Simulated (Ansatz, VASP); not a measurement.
**Two plane-wave programs on AlN**

```
Al N
1.0
     3.15767    0.00000    0.00000
    -1.57883    2.73462    0.00000
     0.00000    0.00000    5.12734
Al N
2 2
Direct
  0.33333 0.66667 0.00000
  0.66667 0.33333 0.50000
  0.33333 0.66667 0.38500
  0.66667 0.33333 0.88500
```

Change from the starting cell: strain +0.015 along x and y, +0.030 along z, atoms carried along.

Alike in both runs: task single point; functional PBEsol; k mesh 9 × 9 × 6; occupations gaussian, width 0.05 eV; no spin polarisation.

|  | VASP | Ansatz |
| --- | --- | --- |
| version | VASP 6.6.1 | Ansatz 0.2.0 |
| potentials or method | VASP PAW PBE potentials, release 64 (Al, N), cutoff 520 eV | scalar-relativistic, plane waves, PAW |
| valence electrons in the cell | 16 | 16 |

|  | VASP | Ansatz | Ansatz less VASP |
| --- | --- | --- | --- |
| gap on the k mesh at the Fermi level (eV) | 3.61 | 3.60 | -0.015 |
| least direct gap on the mesh (eV) | 3.61 | 3.60 | -0.015 |
| pressure (GPa) | -10.0 | -9.9 | +0.09 |
| traceless stress, the component that is largest in VASP (GPa) | -3.55 | -3.50 | +0.048 |
| rms of the force components (eV/Å) | 0.162 | 0.161 | -0.0015 |

VASP's potentials were made for PBE, not for PBEsol. Atom by atom the forces differ by 0.001 eV/Å (rms over components). The functional is the same, so the differences come from potentials, cutoffs and numerics.
